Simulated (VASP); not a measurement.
SnO2: single point with LDA

SnO2:

```xyz
6
Lattice="4.7374 0.0000 0.0000 0.0000 4.7374 0.0000 0.0000 0.0000 3.0908" Properties=species:S:1:pos:R:3 pbc="T T T"
Sn    0.0000    0.0000    0.0000
Sn    2.3687    2.3687    1.5454
O     1.4478    1.4478    0.0000
O     0.9208    3.8165    1.5454
O     3.2895    3.2895    0.0000
O     3.8165    0.9208    1.5454
```

This cell differs from its parent crystal: zz strain of -3 %.

```
Program                : VASP 6.6.1
Task                   : single point
Functional             : LDA
Potentials or basis    : VASP PAW LDA potentials, release 64 (Sn_d, O)
Cutoff                 : 520 eV
k mesh                 : 4 × 4 × 6
Occupations            : fermi-dirac, width 0.03 eV
Spin                   : no spin polarisation
Dipole correction      : no
Further INCAR settings : ALGO = Normal; EDIFF = 1e-06; NBANDS = 35
```

The pressure is 8.6 GPa, the largest force is 0.233 eV/Å and the band gap on the k mesh is 1.60 eV, direct.

Forces in eV/Å, atoms in the order of the input:
```
Sn   0.000  0.000  0.000
Sn   0.000  0.000  0.000
O   -0.165 -0.165  0.000
O    0.165 -0.165  0.000
O    0.165  0.165  0.000
O   -0.165  0.165  0.000
```

Stress tensor (GPa, compression positive):
```
 4.93  0.00  0.00
 0.00  4.93  0.00
 0.00  0.00 16.00
```

Levels at points of the mesh, in eV from the valence-band top:
| k point | band 24 | band 25 | band 26 | band 27 | band 28 | band 29 |
| --- | --- | --- | --- | --- | --- | --- |
| (0.00, 0.00, 0.00) | -0.88 | -0.88 | 0.00 | 1.60 | 6.46 | 6.46 |
| (0.50, 0.00, 0.00) | -1.14 | -0.71 | -0.71 | 4.67 | 4.67 | 7.25 |
| (0.50, 0.50, 0.00) | -1.25 | -1.02 | -1.02 | 5.16 | 5.16 | 7.69 |
| (0.00, 0.00, 0.50) | -1.79 | -1.33 | -1.33 | 6.41 | 6.41 | 9.61 |
| (0.50, 0.00, 0.50) | -1.22 | -0.77 | -0.77 | 6.66 | 6.66 | 7.92 |
| (0.50, 0.50, 0.50) | -1.05 | -0.94 | -0.94 | 4.93 | 4.93 | 8.76 |

Wall time 23 s on 1 thread of AMD EPYC 9R45 96-Core Processor (Zen 5), on a shared host, peak memory 0.15 GiB.

Caveat: the cell differs from its parent crystal (zz strain of -3 %); spin-orbit coupling is left out, which moves the levels of the heavy elements.
